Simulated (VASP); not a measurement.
# NaI (Pm-3m) in VASP: a series of runs, part 2 of 2

VASP 6.6.1.

### Step 5. Single point, PBE

This run uses another cell than the first one, of 33.52 Å³/atom, 1.064 times its volume.

File INCAR:

```
SYSTEM = NaI
PREC = Accurate
ENCUT = 520
EDIFF = 1E-6
ISMEAR = 0
SIGMA = 0.01
LREAL = .False.
LASPH = .True.
NELM = 80
ALGO = Normal
ISIF = 2
LWAVE = .False.
LCHARG = .False.
GGA = PE
NBANDS = 14
```

File KPOINTS:

```
regular mesh
0
Gamma
  6 6 6
  0 0 0
```

File POSCAR:

```
NaI
1.0
    4.0624249725      0.0000000000      0.0000000000
    0.0000000000      4.0624249725      0.0000000000
    0.0000000000      0.0000000000      4.0624249725
Na I
1 1
Direct
    0.0000000000      0.0000000000      0.0000000000
    0.5000000000      0.5000000000      0.5000000000
```

Potentials or basis: VASP PAW PBE potentials, release 64 (Na_pv, I).

The run is started by

```bash
cat potpaw_PBE.64/Na_pv/POTCAR potpaw_PBE.64/I/POTCAR > POTCAR
mpirun -np 1 vasp_std > vasp.out
```

OUTCAR:

```text
SYSTEM = NaI
   PREC = Accurate
   ENCUT = 520
   EDIFF = 1E-6
   ISMEAR = 0
   LREAL = .False.
   LASPH = .True.
   NELM = 80
   ISIF = 2
   GGA = PE

 ion  position               nearest neighbor table
   1  0.000  0.000  0.000-
   2  0.500  0.500  0.500-

  LATTYP: Found a simple cubic cell.
 ALAT       =     4.0624249725

  Lattice vectors:

 A1 = (   4.0624249725,   0.0000000000,   0.0000000000)
 A2 = (   0.0000000000,   4.0624249725,   0.0000000000)
 A3 = (   0.0000000000,   0.0000000000,   4.0624249725)

Analysis of symmetry for initial positions (statically):
=====================================================================
 Subroutine PRICEL returns:
 Original cell was already a primitive cell.

 Routine SETGRP: Setting up the symmetry group for a
 simple cubic supercell.

 Subroutine GETGRP returns: Found 48 space group operations
[... 9 lines left out ...]

 Routine SETGRP: Setting up the symmetry group for a
 simple cubic supercell.

 Subroutine GETGRP returns: Found 48 space group operations
[... 11 lines left out ...]
                                     Primitive cell

  volume of cell :      67.0434

  direct lattice vectors                    reciprocal lattice vectors
     4.062424972  0.000000000  0.000000000     0.246158392  0.000000000  0.000000000
     0.000000000  4.062424972  0.000000000     0.000000000  0.246158392  0.000000000
     0.000000000  0.000000000  4.062424972     0.000000000  0.000000000  0.246158392

  length of vectors
     4.062424972  4.062424972  4.062424972     0.246158392  0.246158392  0.246158392

  position of ions in fractional coordinates (direct lattice)
     0.000000000  0.000000000  0.000000000
     0.500000000  0.500000000  0.500000000

  ion indices of the primitive-cell ions
   primitive index   ion index
                 1           1
                 2           2

----------------------------------------------------------------------------------------

 KPOINTS: regular mesh

Automatic generation of k-mesh.
 Grid dimensions read from file:
 generate k-points for:    6    6    6

 Generating k-lattice:

  Cartesian coordinates                     Fractional coordinates (reciprocal lattice)
     0.041026399  0.000000000  0.000000000     0.166666667  0.000000000  0.000000000
     0.000000000  0.041026399  0.000000000     0.000000000  0.166666667  0.000000000
     0.000000000  0.000000000  0.041026399     0.000000000  0.000000000  0.166666667

  Length of vectors
     0.041026399  0.041026399  0.041026399

  Shift w.r.t. Gamma in fractional coordinates (k-lattice)
     0.000000000  0.000000000  0.000000000

 Subroutine IBZKPT returns following result:
 ===========================================

 Found     20 irreducible k-points:

 Following reciprocal coordinates:
            Coordinates               Weight
  0.000000  0.000000  0.000000      1.000000
  0.166667  0.000000  0.000000      6.000000
  0.333333  0.000000  0.000000      6.000000
  0.500000  0.000000  0.000000      3.000000
  0.166667  0.166667  0.000000     12.000000
  0.333333  0.166667  0.000000     24.000000
[... 12 lines left out ...]
  0.500000  0.500000  0.333333      6.000000
  0.500000  0.500000  0.500000      1.000000
   k-points           NKPTS =     20   k-points in BZ     NKDIM =     20   number of bands    NBANDS=     14
   number of dos      NEDOS =    301   number of ions     NIONS =      2
   total plane-waves  NPLWV =  27000
   dimension x,y,z NGX =    30 NGY =   30 NGZ =   30
   dimension x,y,z NGXF=    60 NGYF=   60 NGZF=   60
   ions per type =               1   1
   NGX,Y,Z   is equivalent  to a cutoff of  12.28, 12.28, 12.28 a.u.
   NGXF,Y,Z  is equivalent  to a cutoff of  24.55, 24.55, 24.55 a.u.
 SYSTEM =  NaI
   PREC   = accura    normal or accurate (medium, high low for compatibility)
   ISTART =      0    job   : 0-new  1-cont  2-samecut
   ICHARG =      2    charge: 1-file 2-atom 10-const
   ISPIN  =      1    spin polarized calculation?
   LNONCOLLINEAR =      F non collinear calculations
   LSORBIT =      F    spin-orbit coupling
   LASPH  =      T    aspherical Exc in radial PAW
   ENCUT  =  520.0 eV  38.22 Ry    6.18 a.u.   7.55  7.55  7.55*2*pi/ulx,y,z
   NELM   =     80;   NELMIN=  2; NELMDL= -5     # of ELM steps
   EDIFF  = 0.1E-05   stopping-criterion for ELM
   LREAL  =      F    real-space projection
   EDIFFG = 0.1E-04   stopping-criterion for IOM
   NSW    =      0    number of steps for IOM
   IBRION =     -1    ionic relax: 0-MD 1-quasi-New 2-CG
   NFREE  =      0    steps in history (QN), initial steepest desc. (CG)
   ISIF   =      2    stress and relaxation
   ISYM   =      2    0-nonsym 1-usesym 2-fastsym
   POTIM  = 0.5000    time-step for ionic-motion
   TEBEG  =    0.0;   TEEND  =   0.0 temperature during run
   PSTRESS=    0.0 pullay stress
   NELECT =      14.0000    total number of electrons
   NUPDOWN=      -1.0000    fix difference up-down
   EMIN   =  10.00;   EMAX   =-10.00  energy-range for DOS
   EFERMI =   0.00;   METHOD = LEGACY
   ISMEAR =     0;   SIGMA  =   0.01  broadening in eV -4-tet -1-fermi 0-gaus
   EFERMI_NEDOS =   21; number of points for ismear=-14 and -15
   IALGO  =     38    algorithm
   IMIX   =      4    mixing-type and parameters
     AMIX     =   0.40;   BMIX     =  1.00
     AMIX_MAG =   1.60;   BMIX_MAG =  1.00
  volume/ion in A,a.u.               =      33.52       226.22
  Fermi-wavevector in a.u.,A,eV,Ry     =   0.971253  1.835401 12.834804  0.943331
  Thomas-Fermi vector in A             =   2.101454
   LORBIT       =      0    0 simple, 1 ext, 2 COOP (PROOUT), +10 PAW based schemes
   GGA     = PE    functional components
   LHFCALC =     F    Hartree Fock is set to
   AEXX    =    0.0000 exact exchange contribution
   IVDW    =     0    specifies the selected vdW correction
   LEPSILON=     F    determine dielectric tensor
   LRPA    =     F    only Hartree local field effects (RPA)
 non-spin polarized calculation
 Gauss-broadening in eV      SIGMA  =   0.01
  energy-cutoff  :      520.00
  volume of cell :       67.04
 maximum number of plane-waves:      1856
   NGX = 15   NGY = 15   NGZ = 15

 number of electron      13.9999988 magnetization

 Free energy of the ion-electron system (eV)
  ---------------------------------------------------
  ext. energy  EPLUGINS =         0.00000000
  ---------------------------------------------------
  free energy    TOTEN  =        -5.07384601 eV

  energy without entropy =       -5.07384601  energy(sigma->0) =       -5.07384601

 E-fermi :   1.8970     XC(G=0):  -7.8053

 val. band max:        1.8158415788   @ k =   0.5000   0.5000   0.0000
 cond. band min:       4.0899640263   @ k =   0.0000   0.0000   0.0000
 fundamental gap:      2.2741224475
 Fermi energy:         1.8969567199

 k-point     1 :       0.0000    0.0000    0.0000
  band No.  band energies     occupation
      1     -21.8902      2.00000
      2     -21.8902      2.00000
      3     -21.8902      2.00000
      4      -9.9416      2.00000
      5       1.1855      2.00000
      6       1.1855      2.00000
      7       1.1855      2.00000
      8       4.0900      0.00000
      9       7.4419      0.00000
     10       7.4419      0.00000
     11      12.9313      0.00000
     12      12.9313      0.00000
     13      12.9313      0.00000
     14      13.6452      0.00000

 k-point     2 :       0.1667    0.0000    0.0000
  band No.  band energies     occupation
      1     -21.8921      2.00000
      2     -21.8900      2.00000
      3     -21.8900      2.00000
      4      -9.8682      2.00000
      5       0.2871      2.00000
      6       1.2597      2.00000
      7       1.2597      2.00000
      8       4.7793      0.00000
      9       7.6647      0.00000
     10       8.2044      0.00000
[... 294 lines left out ...]
 k-point    20 :       0.5000    0.5000    0.5000
  band No.  band energies     occupation
      1     -21.8958      2.00000
      2     -21.8958      2.00000
      3     -21.8958      2.00000
      4      -9.0950      2.00000
      5      -0.2248      2.00000
      6      -0.2248      2.00000
      7      -0.2248      2.00000
      8       6.0264      0.00000
      9       6.0264      0.00000
     10       6.0264      0.00000
     11       8.3235      0.00000
     12      15.2670      0.00000
     13      15.2670      0.00000
     14      15.2670      0.00000

------------------------ aborting loop because EDIFF is reached ----------------------------------------

  FORCE on cell =-STRESS in cart. coord.  units (eV):
  Direction    XX          YY          ZZ          XY          YZ          ZX
  --------------------------------------------------------------------------------------
  -------------------------------------------------------------------------------------
  Total        0.0096708      0.0096708      0.0096708      0.0000000      0.0000000     -0.0000000
  in kB        0.2311087      0.2311087      0.2311087      0.0000000      0.0000000     -0.0000000
  external PRESSURE =       0.2311087 kB  Pullay stress =       0.0000000 kB

 VOLUME and BASIS-vectors are now :
 -----------------------------------------------------------------------------
  energy-cutoff  :      520.00
  volume of cell :       67.04
      direct lattice vectors                 reciprocal lattice vectors
     4.062424972  0.000000000  0.000000000     0.246158392  0.000000000  0.000000000
     0.000000000  4.062424972  0.000000000     0.000000000  0.246158392  0.000000000
     0.000000000  0.000000000  4.062424972     0.000000000  0.000000000  0.246158392

 POSITION                                       TOTAL-FORCE (eV/Angst)
 -----------------------------------------------------------------------------------
      0.00000      0.00000      0.00000         0.000000      0.000000      0.000000
      2.03121      2.03121      2.03121         0.000000      0.000000      0.000000
 -----------------------------------------------------------------------------------
    total drift:                                0.000000     -0.000000     -0.000000

  FREE ENERGIE OF THE ION-ELECTRON SYSTEM (eV)
  ---------------------------------------------------
  free  energy   TOTEN  =        -5.0738460058 eV

  energy  without entropy=       -5.0738460058  energy(sigma->0) =       -5.07384601
```

OSZICAR:

```text
N       E                     dE             d eps       ncg     rms          rms(c)
DAV:   1     0.808592735801E+02    0.80859E+02   -0.64715E+03   560   0.876E+02
DAV:   2     0.170273153895E+01   -0.79157E+02   -0.72405E+02   590   0.223E+02
DAV:   3    -0.503521750769E+01   -0.67379E+01   -0.66862E+01   716   0.601E+01
DAV:   4    -0.520212479324E+01   -0.16691E+00   -0.16686E+00   710   0.989E+00
DAV:   5    -0.520669288397E+01   -0.45681E-02   -0.45680E-02   750   0.163E+00    0.191E+00
DAV:   6    -0.510117722759E+01    0.10552E+00   -0.94649E-02   686   0.182E+00    0.127E+00
DAV:   7    -0.507340004718E+01    0.27777E-01   -0.91305E-02   678   0.158E+00    0.632E-01
DAV:   8    -0.507388643243E+01   -0.48639E-03   -0.63742E-03   602   0.641E-01    0.110E-01
DAV:   9    -0.507382266775E+01    0.63765E-04   -0.17980E-04   734   0.131E-01    0.393E-02
DAV:  10    -0.507384579380E+01   -0.23126E-04   -0.61400E-05   644   0.719E-02    0.925E-03
DAV:  11    -0.507384600580E+01   -0.21200E-06   -0.72693E-06   650   0.272E-02
   1 F= -.50738460E+01 E0= -.50738460E+01  d E =-.208433E-32
```

It took 12 s on 1 thread of Intel Xeon Platinum 8259CL at 2.50GHz (Skylake/Cascade Lake), shared host; peak memory 0.17 GiB.

Results:

```
Free energy            : -5.0738 eV
Pressure               : 0.0 GPa
Band gap on the k mesh : 2.27 eV, indirect (least direct gap 2.82 eV)
```

Levels at points of the mesh, in eV from the valence-band top:
```tsv
k point	band 4	band 5	band 6	band 7	band 8	band 9	band 10	band 11
(0.00, 0.00, 0.00)	-11.76	-0.63	-0.63	-0.63	2.27	5.63	5.63	11.12
(0.50, 0.00, 0.00)	-11.44	-3.18	-0.31	-0.31	4.62	6.22	7.08	7.89
(0.50, 0.50, 0.00)	-11.17	-2.52	-2.52	0.00	2.82	6.99	8.20	8.20
(0.50, 0.50, 0.50)	-10.91	-2.04	-2.04	-2.04	4.21	4.21	4.21	6.51
```

Caveat: spin-orbit coupling is left out, which moves the levels of the heavy elements. A k mesh can miss the band edges.

### Step 6. The runs side by side

| cell | gap on the mesh (eV) | pressure (GPa) |
| --- | --- | --- |
| a = 3.979 Å, 2 atoms | 2.37 | 1.2 |
| a = 4.041 Å, 2 atoms | 2.30 | 0.3 |
| a = 4.021 Å, 2 atoms | 2.32 | 0.6 |
| a = 4.062 Å, 2 atoms | 2.27 | 0.0 |

Alike in all rows: task single point; level PBE; potentials or basis VASP PAW PBE potentials, release 64 (Na_pv, I); no spin polarisation; k mesh 6 × 6 × 6; cutoff (eV) 520; smearing gaussian 0.01 eV.

Caveats: spin-orbit coupling is left out, which moves the levels of the heavy elements.

Absolute energies hang on the potentials; compare differences alone.
